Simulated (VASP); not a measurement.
Pb:

```
CELL_PARAMETERS angstrom
0.00000 2.50759 2.50759
2.50759 0.00000 2.50759
2.50759 2.50759 0.00000
ATOMIC_POSITIONS crystal
Pb 0.00000 0.00000 0.00000
```

Base run:

- Program: VASP 6.6.1
- Functional: PBE
- Dispersion: D4
- Potentials or basis: VASP PAW PBE potentials, release 64 (Pb_d)
- Cutoff: 520 eV
- k mesh: 9 × 9 × 9
- Occupations: fermi-dirac, width 0.05 eV
- Spin: no spin polarisation

Its results: band gap on the k mesh zero (band 7 reaches 13.96 eV, above the bottom of band 8 at 5.39 eV); pressure -1.6 GPa.

Q: The run is repeated on the same cell with these changes: functional from PBE to PBEsol. What comes out?

A: Band gap on the k mesh zero (band 7 reaches 13.78 eV, above the bottom of band 8 at 5.20 eV); pressure -3.5 GPa.

PBEsol binds more tightly than PBE, so the same cell stands under less pressure.

Caveats: spin-orbit coupling is left out, which moves the levels of the heavy elements; pairwise dispersion overbinds metals, which lowers pressure and volume; the PAW data sets were made with another functional, which shifts forces and pressure a little (some runs).
